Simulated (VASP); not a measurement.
# TiTe2 (P4/mmm) in VASP: a series of runs

TiTe2 is run at these levels: LDA+U; tasks: single point.

Everything below comes from runs of VASP 6.6.1. Logs are shortened: lines on timing, memory, paths and dates and some standing lists are left out, and cuts for length are marked.

## (1) The cell of the first run

Symmetry: P4/mmm, No. 123, tetragonal system. Conventional cell: a = 3.026 Å, b = 3.026 Å, c = 9.302 Å, α = 90.00°, β = 90.00°, γ = 90.00°. Ti (site symmetry 4/mmm) has 2 Te at 2.74 Å and 4 Ti at 3.03 Å within 3.6 Å. Within 3.6 Å of Te (site symmetry 4mm) lie 1 Ti at 2.74 Å and 4 Te at 3.03 Å.

## (2) Single point, LDA+U

INCAR reads:

```
ALGO     = Normal         # electronic algorithm
EDIFF    = 1E-6           # SCF threshold, eV
ENCUT    = 520            # plane-wave cutoff, eV
GGA      = CA             # functional
ISIF     = 2              # what is computed and relaxed
ISMEAR   = -1             # smearing method
LASPH    = True           # aspherical terms in the spheres
LCHARG   = False          # write CHGCAR
LDAU     = True           # DFT+U
LDAUJ    = 0 0          
LDAUL    = 2 -1           # shell
LDAUPRINT= 1            
LDAUTYPE = 2            
LDAUU    = 6 0            # U, eV
LMAXMIX  = 4              # l up to which the mixer works
LREAL    = False          # projectors in reciprocal space
LWAVE    = False          # write WAVECAR
NBANDS   = 19             # bands
NELM     = 150            # most SCF steps
PREC     = Accurate       # precision mode
SIGMA    = 0.05           # smearing width, eV
```

KPOINTS reads:

```
k-points
0
Gamma
  9 9 3
```

POSCAR reads:

```
TiTe2
1.0
    3.0255700000      0.0000000000      0.0000000000
    0.0000000000      3.0255700000      0.0000000000
    0.0000000000      0.0000000000      9.3016300000
Ti Te
1 2
Direct
    0.0000000000      0.0000000000      0.0000000000
    0.0000000000      0.0000000000      0.2943100000
    0.0000000000      0.0000000000      0.7056900000
```

Potentials or basis: VASP PAW LDA potentials, release 64 (Ti_sv, Te).

Command:

```sh
$ cat potpaw_LDA.64/Ti_sv/POTCAR potpaw_LDA.64/Te/POTCAR > POTCAR
$ mpirun -np 1 vasp_std > vasp.out
```

OUTCAR:

```text
EDIFF = 1E-6
   ENCUT = 520
   GGA = CA
   ISIF = 2
   ISMEAR = -1
   LASPH = True
   LREAL = False
   NELM = 150
   PREC = Accurate

 ion  position               nearest neighbor table
   1  0.000  0.000  0.000-   2 2.74   3 2.74
   2  0.000  0.000  0.294-   1 2.74
   3  0.000  0.000  0.706-   1 2.74

  LATTYP: Found a simple tetragonal cell.
 ALAT       =     3.0255700000
 C/A-ratio  =     3.0743397112

  Lattice vectors:

 A1 = (   3.0255700000,   0.0000000000,   0.0000000000)
 A2 = (   0.0000000000,   3.0255700000,   0.0000000000)
 A3 = (   0.0000000000,   0.0000000000,   9.3016300000)

Analysis of symmetry for initial positions (statically):
=====================================================================
 Subroutine PRICEL returns:
 Original cell was already a primitive cell.

 Routine SETGRP: Setting up the symmetry group for a
 simple tetragonal supercell.

 Subroutine GETGRP returns: Found 16 space group operations
 (whereof 16 operations were pure point group operations)
 out of a pool of 16 trial point group operations.

The static configuration has the point symmetry D_4h.

Analysis of symmetry for dynamics (positions and initial velocities):
=====================================================================
 Subroutine PRICEL returns:
 Original cell was already a primitive cell.

 Routine SETGRP: Setting up the symmetry group for a
 simple tetragonal supercell.

 Subroutine GETGRP returns: Found 16 space group operations
 (whereof 16 operations were pure point group operations)
 out of a pool of 16 trial point group operations.

The dynamic configuration has the point symmetry D_4h.

 Subroutine INISYM returns: Found 16 space group operations
 (whereof 16 operations are pure point group operations),
 and found     1 'primitive' translations

----------------------------------------------------------------------------------------

                                     Primitive cell

  volume of cell :      85.1478

  direct lattice vectors                    reciprocal lattice vectors
     3.025570000  0.000000000  0.000000000     0.330516233  0.000000000  0.000000000
     0.000000000  3.025570000  0.000000000     0.000000000  0.330516233  0.000000000
     0.000000000  0.000000000  9.301630000     0.000000000  0.000000000  0.107508039

  length of vectors
     3.025570000  3.025570000  9.301630000     0.330516233  0.330516233  0.107508039

  position of ions in fractional coordinates (direct lattice)
     0.000000000  0.000000000  0.000000000
     0.000000000  0.000000000  0.294310000
     0.000000000  0.000000000  0.705690000

  ion indices of the primitive-cell ions
   primitive index   ion index
                 1           1
                 2           2
                 3           3

----------------------------------------------------------------------------------------

 KPOINTS: k-points

Automatic generation of k-mesh.
 Grid dimensions read from file:
 generate k-points for:    9    9    3

 Generating k-lattice:

  Cartesian coordinates                     Fractional coordinates (reciprocal lattice)
     0.036724026  0.000000000  0.000000000     0.111111111  0.000000000  0.000000000
     0.000000000  0.036724026  0.000000000     0.000000000  0.111111111  0.000000000
[... 39 lines left out ...]
 [... further k-points ...]
   k-points           NKPTS =     30   k-points in BZ     NKDIM =     30   number of bands    NBANDS=     19
   number of dos      NEDOS =    301   number of ions     NIONS =      3
   total plane-waves  NPLWV =  40320
   dimension x,y,z NGX =    24 NGY =   24 NGZ =   70
   dimension x,y,z NGXF=    48 NGYF=   48 NGZF=  140
   ions per type =               1   2
   NGX,Y,Z   is equivalent  to a cutoff of  13.19, 13.19, 12.51 a.u.
   NGXF,Y,Z  is equivalent  to a cutoff of  26.37, 26.37, 25.02 a.u.
 SYSTEM =  unknown system
   PREC   = accura    normal or accurate (medium, high low for compatibility)
   ISTART =      0    job   : 0-new  1-cont  2-samecut
   ICHARG =      2    charge: 1-file 2-atom 10-const
   ISPIN  =      1    spin polarized calculation?
   LNONCOLLINEAR =      F non collinear calculations
   LSORBIT =      F    spin-orbit coupling
   LASPH  =      T    aspherical Exc in radial PAW
   ENCUT  =  520.0 eV  38.22 Ry    6.18 a.u.   5.63  5.63 17.29*2*pi/ulx,y,z
   NELM   =    150;   NELMIN=  2; NELMDL= -5     # of ELM steps
   EDIFF  = 0.1E-05   stopping-criterion for ELM
   LREAL  =      F    real-space projection
   EDIFFG = 0.1E-04   stopping-criterion for IOM
   NSW    =      0    number of steps for IOM
   IBRION =     -1    ionic relax: 0-MD 1-quasi-New 2-CG
   NFREE  =      0    steps in history (QN), initial steepest desc. (CG)
   ISIF   =      2    stress and relaxation
   ISYM   =      2    0-nonsym 1-usesym 2-fastsym
   POTIM  = 0.5000    time-step for ionic-motion
   TEBEG  =    0.0;   TEEND  =   0.0 temperature during run
   PSTRESS=    0.0 pullay stress
   NELECT =      24.0000    total number of electrons
   NUPDOWN=      -1.0000    fix difference up-down
   EMIN   =  10.00;   EMAX   =-10.00  energy-range for DOS
   EFERMI =   0.00;   METHOD = LEGACY
   ISMEAR =    -1;   SIGMA  =   0.05  broadening in eV -4-tet -1-fermi 0-gaus
   EFERMI_NEDOS =   21; number of points for ismear=-14 and -15
   IALGO  =     38    algorithm
   IMIX   =      4    mixing-type and parameters
     AMIX     =   0.40;   BMIX     =  1.00
     AMIX_MAG =   1.60;   BMIX_MAG =  1.00
  volume/ion in A,a.u.               =      28.38       191.54
  Fermi-wavevector in a.u.,A,eV,Ry     =   1.073381  2.028397 15.675922  1.152148
  Thomas-Fermi vector in A             =   2.209179
   LORBIT       =      0    0 simple, 1 ext, 2 COOP (PROOUT), +10 PAW based schemes
 LDA+U is selected, type is set to LDAUTYPE =  2
   angular momentum for each species LDAUL =     2   -1
   U (eV)           for each species LDAUU =   6.0  0.0
   J (eV)           for each species LDAUJ =   0.0  0.0
   GGA     = CA    functional components
   LHFCALC =     F    Hartree Fock is set to
   AEXX    =    0.0000 exact exchange contribution
   IVDW    =     0    specifies the selected vdW correction
   LEPSILON=     F    determine dielectric tensor
   LRPA    =     F    only Hartree local field effects (RPA)
 non-spin polarized calculation
  energy-cutoff  :      520.00
  volume of cell :       85.15
 maximum number of plane-waves:      2318
 NGX is ok and might be reduce to    24
   NGX = 11   NGY = 11   NGZ = 35

atom =   1  type =  1  l = 2

 onsite density matrix

spin component  1

  0.1310  0.0000 -0.0000 -0.0000  0.0000
  0.0000  0.0277 -0.0000  0.0000  0.0000
 -0.0000 -0.0000  0.3406 -0.0000 -0.0000
 -0.0000  0.0000 -0.0000  0.0277  0.0000
  0.0000  0.0000 -0.0000  0.0000  0.3274

spin component  2

  0.1310  0.0000 -0.0000 -0.0000  0.0000
  0.0000  0.0277 -0.0000  0.0000  0.0000
 -0.0000 -0.0000  0.3406 -0.0000 -0.0000
 -0.0000  0.0000 -0.0000  0.0277  0.0000
  0.0000  0.0000 -0.0000  0.0000  0.3274

 occupancies and eigenvectors

  o =  0.0277  v =  0.0000  0.6455  0.0000 -0.7638 -0.0000  0.0000  0.0000  0.0000  0.0000  0.0000      0.0000  0.0000  0.0000  0.0000  0.0000  0.0000  0.0000  0.0000  0.0000  0.0000
  o =  0.0277  v =  0.0000  0.0000  0.0000  0.0000  0.0000  0.0000  0.6455  0.0000 -0.7638 -0.0000      0.0000  0.0000  0.0000  0.0000  0.0000  0.0000  0.0000  0.0000  0.0000  0.0000
  o =  0.0277  v =  0.0000 -0.7638 -0.0000 -0.6455  0.0000  0.0000  0.0000  0.0000  0.0000  0.0000      0.0000  0.0000  0.0000  0.0000  0.0000  0.0000  0.0000  0.0000  0.0000  0.0000
  o =  0.0277  v =  0.0000  0.0000  0.0000  0.0000  0.0000  0.0000 -0.7638 -0.0000 -0.6455  0.0000      0.0000  0.0000  0.0000  0.0000  0.0000  0.0000  0.0000  0.0000  0.0000  0.0000
  o =  0.1310  v =  0.0000  0.0000  0.0000  0.0000  0.0000  1.0000  0.0000  0.0000  0.0000  0.0000      0.0000  0.0000  0.0000  0.0000  0.0000  0.0000  0.0000  0.0000  0.0000  0.0000
  o =  0.1310  v =  1.0000  0.0000  0.0000  0.0000  0.0000  0.0000  0.0000  0.0000  0.0000  0.0000      0.0000  0.0000  0.0000  0.0000  0.0000  0.0000  0.0000  0.0000  0.0000  0.0000
  o =  0.3274  v =  0.0000  0.0000  0.0000  0.0000  0.0000  0.0000 -0.0000  0.0000  0.0000 -1.0000      0.0000  0.0000  0.0000  0.0000  0.0000  0.0000  0.0000  0.0000  0.0000  0.0000
  o =  0.3274  v =  0.0000 -0.0000  0.0000  0.0000 -1.0000  0.0000  0.0000  0.0000  0.0000  0.0000      0.0000  0.0000  0.0000  0.0000  0.0000  0.0000  0.0000  0.0000  0.0000  0.0000
  o =  0.3406  v =  0.0000  0.0000  0.0000  0.0000  0.0000  0.0000  0.0000 -1.0000 -0.0000 -0.0000      0.0000  0.0000  0.0000  0.0000  0.0000  0.0000  0.0000  0.0000  0.0000  0.0000
  o =  0.3406  v =  0.0000  0.0000 -1.0000 -0.0000 -0.0000  0.0000  0.0000  0.0000  0.0000  0.0000      0.0000  0.0000  0.0000  0.0000  0.0000  0.0000  0.0000  0.0000  0.0000  0.0000

 number of electron      23.9999998 magnetization

 Free energy of the ion-electron system (eV)
  ---------------------------------------------------
  ext. energy  EPLUGINS =         0.00000000
  ---------------------------------------------------
  free energy    TOTEN  =       -11.27055920 eV

  energy without entropy =      -11.24117850  energy(sigma->0) =      -11.25586885

 E-fermi :   6.8629     XC(G=0):  -9.8309

 val. band max:        6.8585679815   @ k =   0.3333   0.0000   0.3333
 cond. band min:       6.8729215271   @ k =   0.3333   0.1111   0.0000
 fundamental gap:      0.0143535456
 Fermi energy:         6.8628567384

 k-point     1 :       0.0000    0.0000    0.0000
  band No.  band energies     occupation
      1     -51.1982      2.00000
      2     -27.9624      2.00000
      3     -27.5612      2.00000
      4     -27.5612      2.00000
      5      -7.1002      2.00000
      6      -6.7855      2.00000
[... 505 lines left out ...]
      6      -4.4683      2.00000
[... 11 lines left out ...]
     18      10.2929      0.00000
     19      11.0744      0.00000

 [... further k-points ...]

------------------------ aborting loop because EDIFF is reached ----------------------------------------

  FORCE on cell =-STRESS in cart. coord.  units (eV):
  Direction    XX          YY          ZZ          XY          YZ          ZX
  --------------------------------------------------------------------------------------
  -------------------------------------------------------------------------------------
  Total        1.2157292      1.2157292      0.5837892      0.0000000      0.0000000      0.0000000
  in kB       22.8756765     22.8756765     10.9848262      0.0000000      0.0000000      0.0000000
  external PRESSURE =      18.9120597 kB  Pullay stress =       0.0000000 kB

 VOLUME and BASIS-vectors are now :
 -----------------------------------------------------------------------------
  energy-cutoff  :      520.00
  volume of cell :       85.15
      direct lattice vectors                 reciprocal lattice vectors
     3.025570000  0.000000000  0.000000000     0.330516233  0.000000000  0.000000000
     0.000000000  3.025570000  0.000000000     0.000000000  0.330516233  0.000000000
     0.000000000  0.000000000  9.301630000     0.000000000  0.000000000  0.107508039

 POSITION                                       TOTAL-FORCE (eV/Angst)
 -----------------------------------------------------------------------------------
      0.00000      0.00000      0.00000         0.000000     -0.000000      0.000000
      0.00000      0.00000      2.73756         0.000000     -0.000000      0.071261
      0.00000      0.00000      6.56407        -0.000000      0.000000     -0.071261
 -----------------------------------------------------------------------------------
    total drift:                                0.000000     -0.000000      0.000000

  FREE ENERGIE OF THE ION-ELECTRON SYSTEM (eV)
  ---------------------------------------------------
  free  energy   TOTEN  =       -11.2705591978 eV

  energy  without entropy=      -11.2411784950  energy(sigma->0) =      -11.25586885
```

Wall time 74 s (1 thread of Intel Xeon 8259CL, shared host); peak memory 0.19 GiB.

Results:

```yaml
Free_energy: -11.2706 eV
Pressure: 1.9 GPa
Largest_force: 0.071 eV/Å
Band_gap_on_the_k_mesh: zero (band 12 reaches 8.62 eV, above the bottom of band 13 at 6.13 eV)
```

Forces on the atoms (eV/Å):
```
Ti   0.000  0.000  0.000
Te   0.000  0.000  0.071
Te   0.000  0.000 -0.071
```

Stress tensor (GPa, compression positive):
```
2.29 0.00 0.00
0.00 2.29 0.00
0.00 0.00 1.10
```

Eigenvalues of the final occupation matrices:
```
    site  spin  trace               eigenvalues
site 1 d     1   0.85  0.03 0.03 0.13 0.33 0.34
site 1 d     2   0.85  0.03 0.03 0.13 0.33 0.34
```

Caveat: spin-orbit coupling is left out, which moves the levels of the heavy elements; U without spin polarisation on a metal has little footing; the U is typed as a test and isn't derived for this compound.

## (3) Single point, LDA+U

INCAR reads:

```
SYSTEM = TiTe2
PREC = Accurate
ENCUT = 520
EDIFF = 1E-7
ISMEAR = -1
SIGMA = 0.05
LREAL = .FALSE.
LASPH = .TRUE.
NELM = 150
ALGO = Normal
ISIF = 2
LWAVE = .FALSE.
LCHARG = .FALSE.
LMAXMIX = 4
LDAU = .TRUE.
LDAUTYPE = 2
LDAUL = 2 -1
LDAUU = 8 0
LDAUJ = 0 0
LDAUPRINT = 1
NBANDS = 19
```

KPOINTS reads:

```
regular mesh
0
G
  9 9 3
  0 0 0
```

POSCAR is that of step 2.

Potentials or basis: VASP PAW LDA potentials, release 64 (Ti_sv, Te).

Command:

```sh
$ cat potpaw_LDA.64/Ti_sv/POTCAR potpaw_LDA.64/Te/POTCAR > POTCAR
$ mpirun -np 1 vasp_std > vasp.out
```

OUTCAR:

```text
SYSTEM = TiTe2
   PREC = Accurate
   ENCUT = 520
   EDIFF = 1E-7
   ISMEAR = -1
   LREAL = .FALSE.
   LASPH = .TRUE.
   NELM = 150
   ISIF = 2

 ion  position               nearest neighbor table
   1  0.000  0.000  0.000-   2 2.74   3 2.74
   2  0.000  0.000  0.294-   1 2.74
   3  0.000  0.000  0.706-   1 2.74

  LATTYP: Found a simple tetragonal cell.
 ALAT       =     3.0255700000
 C/A-ratio  =     3.0743397112

[... 757 lines left out ...]

  FORCE on cell =-STRESS in cart. coord.  units (eV):
  Direction    XX          YY          ZZ          XY          YZ          ZX
  --------------------------------------------------------------------------------------
  -------------------------------------------------------------------------------------
  Total        1.7747947      1.7747947      2.6897366      0.0000000     -0.0000000      0.0000000
  in kB       33.3952904     33.3952904     50.6112262      0.0000000     -0.0000000      0.0000000
  external PRESSURE =      39.1339356 kB  Pullay stress =       0.0000000 kB

 VOLUME and BASIS-vectors are now :
 -----------------------------------------------------------------------------
  energy-cutoff  :      520.00
  volume of cell :       85.15
      direct lattice vectors                 reciprocal lattice vectors
     3.025570000  0.000000000  0.000000000     0.330516233  0.000000000  0.000000000
     0.000000000  3.025570000  0.000000000     0.000000000  0.330516233  0.000000000
     0.000000000  0.000000000  9.301630000     0.000000000  0.000000000  0.107508039

 POSITION                                       TOTAL-FORCE (eV/Angst)
 -----------------------------------------------------------------------------------
      0.00000      0.00000      0.00000         0.000000      0.000000      0.000000
      0.00000      0.00000      2.73756         0.000000     -0.000000      0.429508
      0.00000      0.00000      6.56407        -0.000000      0.000000     -0.429508
 -----------------------------------------------------------------------------------
    total drift:                                0.000000     -0.000000     -0.000000

  FREE ENERGIE OF THE ION-ELECTRON SYSTEM (eV)
  ---------------------------------------------------
  free  energy   TOTEN  =       -10.1047026901 eV

  energy  without entropy=      -10.0782522199  energy(sigma->0) =      -10.09147745
```

OSZICAR:

```text
N       E                     dE             d eps       ncg     rms          rms(c)
DAV:   1     0.180886305543E+03    0.18089E+03   -0.10654E+04  1140   0.116E+03
DAV:   2     0.396330112510E+01   -0.17692E+03   -0.17256E+03  1230   0.295E+02
[... 13 lines left out ...]
DAV:  60    -0.101047023889E+02   -0.21168E-06   -0.35334E-07   905   0.248E-03    0.366E-03
DAV:  61    -0.101047027191E+02   -0.33020E-06   -0.18856E-06  1098   0.628E-03    0.185E-03
DAV:  62    -0.101047026835E+02    0.35561E-07   -0.27736E-06  1388   0.759E-03    0.877E-04
DAV:  63    -0.101047024595E+02    0.22397E-06   -0.87690E-07  1152   0.410E-03    0.154E-03
DAV:  64    -0.101047027044E+02   -0.24482E-06   -0.10272E-06  1032   0.491E-03    0.750E-04
DAV:  65    -0.101047026901E+02    0.14295E-07   -0.19255E-08   628   0.881E-04
   1 F= -.10104703E+02 E0= -.10091477E+02  d E =-.264505E-01
```

Run time: 4.5 min. Hardware: 1 thread of Intel Xeon 8259CL, shared host; peak memory 0.2 GiB.

Results:

```
Free energy            : -10.1047 eV
Pressure               : 3.9 GPa
Largest force          : 0.430 eV/Å
Band gap on the k mesh : zero (band 12 reaches 8.92 eV, above the bottom of band 13 at 6.28 eV)
```

Forces on the atoms (eV/Å):
```
Ti   0.000  0.000  0.000
Te   0.000  0.000  0.430
Te   0.000  0.000 -0.430
```

Levels at points of the mesh, in eV from the Fermi level:
```
           k point  band 10  band 11  band 12  band 13  band 14  band 15
(0.00, 0.00, 0.00)    -1.69     1.55     2.01     2.01     2.25     2.25
```

Eigenvalues of the final occupation matrices:
```tsv
site	spin	trace	eigenvalues
site 1 d	1	0.86	0.02 0.02 0.04 0.26 0.52
site 1 d	2	0.86	0.02 0.02 0.04 0.26 0.52
```

Caveat: spin-orbit coupling is left out, which moves the levels of the heavy elements; U without spin polarisation on a metal has little footing; the U is typed as a test and isn't derived for this compound.
